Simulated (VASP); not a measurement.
# PbS (Cmcm) in VASP: single point with r2SCAN

Aim: the single point of PbS with r2SCAN.

Everything below comes from runs of VASP 6.6.1. Logs are shortened: lines on timing, memory, paths and dates and some standing lists are left out, and cuts for length are marked.

## Step 1: The cell of the first run

Symmetry: Cmcm, No. 63, orthorhombic system. Conventional cell: a = 4.160 Å, b = 11.983 Å, c = 4.279 Å, α = 90.00°, β = 90.00°, γ = 90.00°. Pb (site symmetry m2m) has 5 S at 2.69 to 2.99 Å within 3.5 Å. S (site symmetry m2m) has 5 Pb at 2.69 to 2.99 Å within 3.5 Å.

## Step 2: Single point, r2SCAN

The input, POSCAR:

```
PbS
1.0
    2.0799526900     -5.9912968600      0.0000000000
    2.0799526900      5.9912968600      0.0000000000
    0.0000000000      0.0000000000      4.2793209400
Pb S
2 2
Direct
    0.8694366500      0.1305633500      0.7500000000
    0.1305633500      0.8694366500      0.2500000000
    0.6452029100      0.3547970900      0.7500000000
    0.3547970900      0.6452029100      0.2500000000
```

The input, INCAR.step1:

```
SYSTEM = PbS
ALGO = Normal
EDIFF = 1E-4
ENCUT = 520
GGA = PE
ISMEAR = -1
LASPH = .True.
LCHARG = .False.
LREAL = .False.
LWAVE = .True.
NBANDS = 28
NELM = 80
PREC = Accurate
SIGMA = 0.05
```

The input, INCAR.step2:

```
SYSTEM = PbS
ALGO = Normal
EDIFF = 1E-6
ENCUT = 520
ISIF = 2
ISMEAR = -1
ISTART = 1
LASPH = .True.
LCHARG = .True.
LELF = .True.
LMIXTAU = .True.
LREAL = .False.
LVHAR = .True.
LWAVE = .False.
METAGGA = R2SCAN
NBANDS = 28
NELM = 80
PREC = Accurate
SIGMA = 0.05
```

The input, KPOINTS:

```
k-points
0
Gamma
  6 6 6
  0 0 0
```

Potentials or basis: VASP PAW PBE potentials, release 64 (Pb_d, S).

On the command line:

```sh
$ cat potpaw_PBE.64/Pb_d/POTCAR potpaw_PBE.64/S/POTCAR > POTCAR
$ cp INCAR.step1 INCAR
$ mpirun -np 1 vasp_std > vasp.out
$ cp INCAR.step2 INCAR
$ mpirun -np 1 vasp_std > vasp.out
```

OUTCAR:

```text
SYSTEM = PbS
   EDIFF = 1E-6
   ENCUT = 520
   ISIF = 2
   ISMEAR = -1
   ISTART = 1
   LASPH = .True.
   LREAL = .False.
   METAGGA = R2SCAN
   NELM = 80
   PREC = Accurate

 ion  position               nearest neighbor table
   1  0.869  0.131  0.750-   3 2.69   4 2.99   4 2.99   4 2.99   4 2.99   2 3.79   2 3.79   2 4.13
                             2 4.13   2 4.13   2 4.13
   2  0.131  0.869  0.250-   4 2.69   3 2.99   3 2.99   3 2.99   3 2.99   1 3.79   1 3.79   1 4.13
                             1 4.13   1 4.13   1 4.13
   3  0.645  0.355  0.750-   1 2.69   2 2.99   2 2.99   2 2.99   2 2.99
   4  0.355  0.645  0.250-   2 2.69   1 2.99   1 2.99   1 2.99   1 2.99

  LATTYP: Found a base centered orthorhombic cell.
 ALAT       =     4.1599053800
 B/A-ratio  =     2.8804967001
 C/A-ratio  =     1.0287063164

  Lattice vectors:

 A1 = (   2.0799526900,  -5.9912968600,   0.0000000000)
 A2 = (   2.0799526900,   5.9912968600,   0.0000000000)
 A3 = (   0.0000000000,   0.0000000000,   4.2793209400)

Analysis of symmetry for initial positions (statically):
=====================================================================
 Subroutine PRICEL returns:
 Original cell was already a primitive cell.

 Routine SETGRP: Setting up the symmetry group for a
 base centered orthorhombic supercell.

 Subroutine GETGRP returns: Found  8 space group operations
 (whereof  4 operations were pure point group operations)
 out of a pool of  8 trial point group operations.

The static configuration has the point symmetry C_2h.
 The point group associated with its full space group is D_2h.

Analysis of symmetry for dynamics (positions and initial velocities):
=====================================================================
 Subroutine PRICEL returns:
 Original cell was already a primitive cell.

 Routine SETGRP: Setting up the symmetry group for a
 base centered orthorhombic supercell.

 Subroutine GETGRP returns: Found  8 space group operations
 (whereof  4 operations were pure point group operations)
 out of a pool of  8 trial point group operations.

The dynamic configuration has the point symmetry C_2h.
 The point group associated with its full space group is D_2h.

 Subroutine INISYM returns: Found  8 space group operations
 (whereof  4 operations are pure point group operations),
 and found     1 'primitive' translations

----------------------------------------------------------------------------------------

                                     Primitive cell

  volume of cell :     106.6545

  direct lattice vectors                    reciprocal lattice vectors
     2.079952690 -5.991296860  0.000000000     0.240390083 -0.083454386  0.000000000
     2.079952690  5.991296860  0.000000000     0.240390083  0.083454386  0.000000000
     0.000000000  0.000000000  4.279320940     0.000000000  0.000000000  0.233681936

  length of vectors
     6.342069162  6.342069162  4.279320940     0.254464195  0.254464195  0.233681936

  position of ions in fractional coordinates (direct lattice)
     0.869436650  0.130563350  0.750000000
     0.130563350  0.869436650  0.250000000
     0.645202910  0.354797090  0.750000000
     0.354797090  0.645202910  0.250000000

  ion indices of the primitive-cell ions
   primitive index   ion index
                 1           1
                 2           2
                 3           3
                 4           4

----------------------------------------------------------------------------------------

 KPOINTS: k-points

Automatic generation of k-mesh.
 Grid dimensions read from file:
 generate k-points for:    6    6    6

 Generating k-lattice:

  Cartesian coordinates                     Fractional coordinates (reciprocal lattice)
     0.040065014 -0.013909064  0.000000000     0.166666667  0.000000000  0.000000000
     0.040065014  0.013909064  0.000000000     0.000000000  0.166666667  0.000000000
     0.000000000  0.000000000  0.038946989     0.000000000  0.000000000  0.166666667

  Length of vectors
     0.042410699  0.042410699  0.038946989

  Shift w.r.t. Gamma in fractional coordinates (k-lattice)
     0.000000000  0.000000000  0.000000000

 Subroutine IBZKPT returns following result:
 ===========================================

 Found     52 irreducible k-points:

 Following reciprocal coordinates:
            Coordinates               Weight
  0.000000  0.000000  0.000000      1.000000
  0.166667 -0.000000  0.000000      4.000000
  0.333333 -0.000000  0.000000      4.000000
  0.500000 -0.000000  0.000000      2.000000
  0.166667  0.166667  0.000000      2.000000
  0.333333  0.166667  0.000000      4.000000
[... 16 lines left out ...]
  0.333333  0.333333  0.166667      4.000000
  0.500000  0.333333  0.166667      8.000000
 [... further k-points ...]
   k-points           NKPTS =     52   k-points in BZ     NKDIM =     52   number of bands    NBANDS=     28
   number of dos      NEDOS =    301   number of ions     NIONS =      4
   total plane-waves  NPLWV =  73728
   dimension x,y,z NGX =    48 NGY =   48 NGZ =   32
   dimension x,y,z NGXF=    96 NGYF=   96 NGZF=   64
   ions per type =               2   2
   NGX,Y,Z   is equivalent  to a cutoff of  12.58, 12.58, 12.43 a.u.
   NGXF,Y,Z  is equivalent  to a cutoff of  25.16, 25.16, 24.86 a.u.
 SYSTEM =  PbS
   PREC   = accura    normal or accurate (medium, high low for compatibility)
   ISTART =      1    job   : 0-new  1-cont  2-samecut
   ICHARG =      0    charge: 1-file 2-atom 10-const
   ISPIN  =      1    spin polarized calculation?
   LNONCOLLINEAR =      F non collinear calculations
   LSORBIT =      F    spin-orbit coupling
   LASPH  =      T    aspherical Exc in radial PAW
   ENCUT  =  520.0 eV  38.22 Ry    6.18 a.u.  11.79 11.79  7.96*2*pi/ulx,y,z
   NELM   =     80;   NELMIN=  2; NELMDL=  0     # of ELM steps
   EDIFF  = 0.1E-05   stopping-criterion for ELM
   LREAL  =      F    real-space projection
   EDIFFG = 0.1E-04   stopping-criterion for IOM
   NSW    =      0    number of steps for IOM
   IBRION =     -1    ionic relax: 0-MD 1-quasi-New 2-CG
   NFREE  =      0    steps in history (QN), initial steepest desc. (CG)
   ISIF   =      2    stress and relaxation
   ISYM   =      2    0-nonsym 1-usesym 2-fastsym
   POTIM  = 0.5000    time-step for ionic-motion
   TEBEG  =    0.0;   TEEND  =   0.0 temperature during run
   PSTRESS=    0.0 pullay stress
   NELECT =      40.0000    total number of electrons
   NUPDOWN=      -1.0000    fix difference up-down
   EMIN   =  10.00;   EMAX   =-10.00  energy-range for DOS
   EFERMI =   0.00;   METHOD = LEGACY
   ISMEAR =    -1;   SIGMA  =   0.05  broadening in eV -4-tet -1-fermi 0-gaus
   EFERMI_NEDOS =   21; number of points for ismear=-14 and -15
   IALGO  =     38    algorithm
   IMIX   =      4    mixing-type and parameters
     AMIX     =   0.40;   BMIX     =  1.00
     AMIX_MAG =   1.60;   BMIX_MAG =  1.00
  volume/ion in A,a.u.               =      26.66       179.94
  Fermi-wavevector in a.u.,A,eV,Ry     =   1.180597  2.231005 18.963935  1.393810
  Thomas-Fermi vector in A             =   2.316887
   LORBIT       =      0    0 simple, 1 ext, 2 COOP (PROOUT), +10 PAW based schemes
   METAGGA = R2SCAN    functional components
   LHFCALC =     F    Hartree Fock is set to
   AEXX    =    0.0000 exact exchange contribution
   IVDW    =     0    specifies the selected vdW correction
   LEPSILON=     F    determine dielectric tensor
   LRPA    =     F    only Hartree local field effects (RPA)
 non-spin polarized calculation
  energy-cutoff  :      520.00
  volume of cell :      106.65
 maximum number of plane-waves:      2904
   NGX = 23   NGY = 23   NGZ = 15

 number of electron      40.0000007 magnetization

 Free energy of the ion-electron system (eV)
  ---------------------------------------------------
  ext. energy  EPLUGINS =         0.00000000
  ---------------------------------------------------
  free energy    TOTEN  =      -131.13487450 eV

  energy without entropy =     -131.13487449  energy(sigma->0) =     -131.13487449

 E-fermi :   5.4698     XC(G=0): -10.1257

 val. band max:        4.6996221641   @ k =   0.5000   0.5000   0.3333
 cond. band min:       6.1792420894   @ k =   0.5000   0.5000   0.0000
 fundamental gap:      1.4796199254
 Fermi energy:         5.4697745971

 k-point     1 :       0.0000    0.0000    0.0000
  band No.  band energies     occupation
      1     -12.2352      2.00000
      2     -12.1270      2.00000
      3     -12.1196      2.00000
      4     -12.1100      2.00000
      5     -12.0792      2.00000
      6     -12.0777      2.00000
[... 20 lines left out ...]
     27      11.2854      0.00000
     28      12.2143      0.00000

 k-point     2 :       0.1667   -0.0000    0.0000
  band No.  band energies     occupation
      1     -12.2175      2.00000
      2     -12.1199      2.00000
      3     -12.1089      2.00000
      4     -12.1050      2.00000
      5     -12.0866      2.00000
      6     -12.0828      2.00000
[... 20 lines left out ...]
     27      11.6196      0.00000
     28      12.7647      0.00000

 k-point     3 :       0.3333   -0.0000    0.0000
  band No.  band energies     occupation
      1     -12.1773      2.00000
      2     -12.1137      2.00000
      3     -12.1121      2.00000
      4     -12.1048      2.00000
      5     -12.0873      2.00000
      6     -12.0833      2.00000
[... 20 lines left out ...]
     27      13.1690      0.00000
     28      13.2928      0.00000

 k-point     4 :       0.5000   -0.0000    0.0000
  band No.  band energies     occupation
      1     -12.1418      2.00000
      2     -12.1325      2.00000
      3     -12.1154      2.00000
      4     -12.1150      2.00000
      5     -12.0840      2.00000
      6     -12.0825      2.00000
[... 578 lines left out ...]
     27      11.2598      0.00000
     28      12.8582      0.00000

 k-point    23 :       0.3333    0.3333    0.1667
  band No.  band energies     occupation
      1     -12.1822      2.00000
      2     -12.1393      2.00000
      3     -12.1106      2.00000
      4     -12.0943      2.00000
      5     -12.0849      2.00000
      6     -12.0821      2.00000
[... 20 lines left out ...]
     27      12.2914      0.00000
     28      13.2593      0.00000

 k-point    24 :       0.5000    0.3333    0.1667
  band No.  band energies     occupation
      1     -12.2045      2.00000
      2     -12.1133      2.00000
      3     -12.1046      2.00000
      4     -12.1021      2.00000
      5     -12.0910      2.00000
      6     -12.0786      2.00000
[... 20 lines left out ...]
     27      12.4505      0.00000
     28      13.0266      0.00000

 [... further k-points ...]
[... 5 lines left out ...]
  --------------------------------------------------------------------------------------
  -------------------------------------------------------------------------------------
  Total        0.0070912     -0.0789265     -0.0342617      0.0000000      0.0000000      0.0000000
  in kB        0.1065249     -1.1856434     -0.5146833      0.0000000      0.0000000      0.0000000
  external PRESSURE =      -0.5312672 kB  Pullay stress =       0.0000000 kB

 VOLUME and BASIS-vectors are now :
 -----------------------------------------------------------------------------
  energy-cutoff  :      520.00
  volume of cell :      106.65
      direct lattice vectors                 reciprocal lattice vectors
     2.079952690 -5.991296860  0.000000000     0.240390083 -0.083454386  0.000000000
     2.079952690  5.991296860  0.000000000     0.240390083  0.083454386  0.000000000
     0.000000000  0.000000000  4.279320940     0.000000000  0.000000000  0.233681936

 POSITION                                       TOTAL-FORCE (eV/Angst)
 -----------------------------------------------------------------------------------
      2.07995     -4.42681      3.20949         0.000000      0.006346     -0.000000
      2.07995      4.42681      1.06983         0.000000     -0.006346     -0.000000
      2.07995     -1.73991      3.20949         0.000000     -0.024899      0.000000
      2.07995      1.73991      1.06983         0.000000      0.024899     -0.000000
 -----------------------------------------------------------------------------------
    total drift:                               -0.000000     -0.000000      0.000000

  FREE ENERGIE OF THE ION-ELECTRON SYSTEM (eV)
  ---------------------------------------------------
  free  energy   TOTEN  =      -131.1348745007 eV

  energy  without entropy=     -131.1348744892  energy(sigma->0) =     -131.13487449
```

Wall time 4 min (1 thread of Intel Xeon 6975P-C (Granite Rapids), shared host); peak memory 0.36 GiB.

Results:

* Free energy: -131.1349 eV
* Pressure: -0.1 GPa
* Largest force: 0.025 eV/Å
* Band gap on the k mesh: 1.48 eV, indirect (least direct gap 1.78 eV)

Forces in eV/Å, atoms in the order of the input:
```
Pb   0.000  0.006  0.000
Pb   0.000 -0.006  0.000
S    0.000 -0.025  0.000
S    0.000  0.025  0.000
```

Levels at points of the mesh, in eV from the valence-band top:
```csv
k point,band 18,band 19,band 20,band 21,band 22,band 23
"(0.00, 0.00, 0.00)",-1.69,-1.52,-0.49,5.11,5.15,5.30
"(0.50, 0.00, 0.00)",-1.21,-0.32,-0.30,2.17,2.21,2.56
"(0.50, 0.50, 0.00)",-1.90,-1.35,-0.45,1.48,4.88,5.27
"(0.00, 0.00, 0.50)",-1.16,-0.07,-0.07,2.20,2.20,3.13
"(0.50, 0.00, 0.50)",-3.15,-1.48,-1.48,3.81,3.81,5.73
"(0.50, 0.50, 0.50)",-1.25,-0.37,-0.37,2.07,2.07,3.55
```

Caveat: the PAW data sets were made with another functional, which shifts forces and pressure a little; spin-orbit coupling is left out, which moves the levels of the heavy elements.
